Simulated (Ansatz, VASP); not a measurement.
## Ca in VASP and in Ansatz

The input INCAR:

```
SYSTEM = Ca
ALGO     = Fast           ! electronic algorithm
EDIFF    = 1E-6           ! SCF threshold, eV
ENCUT    = 520            ! plane-wave cutoff, eV
GGA      = PS             ! functional
ISIF     = 2              ! what is computed and relaxed
ISMEAR   = 0              ! smearing method
LASPH    = .True.         ! aspherical terms in the spheres
LCHARG   = .False.        ! write CHGCAR
LREAL    = .False.        ! projectors in reciprocal space
LWAVE    = .False.        ! write WAVECAR
NBANDS   = 11             ! bands
NELM     = 80             ! most SCF steps
PREC     = Accurate       ! precision mode
SIGMA    = 0.15           ! smearing width, eV
```

KPOINTS

```
k-points
0
Gamma
  16 16 16
  0 0 0
```

POSCAR

```
Ca
1.0
   -2.0949446584      2.2052049036      2.1961148100
    2.0949446584     -2.2052049036      2.1961148100
    2.0949446584      2.2052049036     -2.1961148100
Ca
1
Direct
    0.5000000000      0.5000000000      0.0000000000
```

Input for Ansatz:

```yaml
crystal:
  lattice:
    - [-2.0949446584, 2.2052049036, 2.19611481]
    - [2.0949446584, -2.2052049036, 2.19611481]
    - [2.0949446584, 2.2052049036, -2.19611481]
  atoms:
    - { symbol: Ca, position: [0.5, 0.5, 0.0] }
basis:
  ecutwfc: 420
kpoints:
  mp_grid: { grid: [16, 16, 16] }
hamiltonian:
  xc: pbesol
scf:
  occupations: { method: gaussian, width: 0.15 }
output:
  forces: true
  stress: true
  eigenvalues: true
```

Change from the starting cell: strain -0.0500 x Voigt [1, 0, 0, 0, 0, 0], atoms carried along.

Alike in both runs: task single point; functional PBEsol; k mesh 16 × 16 × 16; occupations gaussian, width 0.15 eV; no spin polarisation.

```csv
,VASP,Ansatz
version,VASP 6.6.1,Ansatz 0.2.0
potentials or method,"VASP PAW PBE potentials, release 64 (Ca_sv), cutoff 520 eV","scalar-relativistic, plane waves, PAW"
valence electrons in the cell,10,10
```

```tsv
	VASP	Ansatz	Ansatz less VASP
gap on the k mesh at the Fermi level (eV)	none	none	-
pressure (GPa)	-0.1	-0.1	-0.01
```

VASP's potentials were made for PBE, not for PBEsol. A gap of «none» marks a metal or a gap that the smearing closes. With one functional, cell and mesh, what is left measures potentials, basis and numerics.
